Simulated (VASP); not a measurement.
## SnTe: single point with PBE

SnTe:

```
CELL_PARAMETERS angstrom
0.00000 3.19804 3.19804
3.19804 0.00000 3.19804
3.19804 3.19804 0.00000
ATOMIC_POSITIONS crystal
Sn 0.00000 0.00000 0.00000
Te 0.50000 0.50000 0.50000
```

| Property | Result |
| --- | --- |
| Program | VASP 6.6.1 |
| Task | single point |
| Functional | PBE |
| Potentials or basis | VASP PAW PBE potentials, release 64 (Sn_d, Te) |
| Cutoff | 520 eV |
| k mesh | 11 × 11 × 11 |
| Occupations | fermi-dirac, width 0.08 eV |
| Spin | no spin polarisation |

```
Pressure : 0.2 GPa
```

Levels at points of the mesh, in eV from the Fermi level:
```csv
k point,band 6,band 7,band 8,band 9,band 10,band 11,band 12,band 13,band 14,band 15
"(0.00, 0.00, 0.00)",-12.49,-4.85,-2.03,-2.03,-2.03,3.25,3.25,3.25,4.83,4.83
```

Wall time 89 s on 1 thread of Intel Xeon 8259CL (shared host), peak memory 0.24 GiB.

Caveat: this odd mesh misses L, so gap, dielectric constants and Born charges aren't listed; spin-orbit coupling is left out, which moves the levels of the heavy elements.
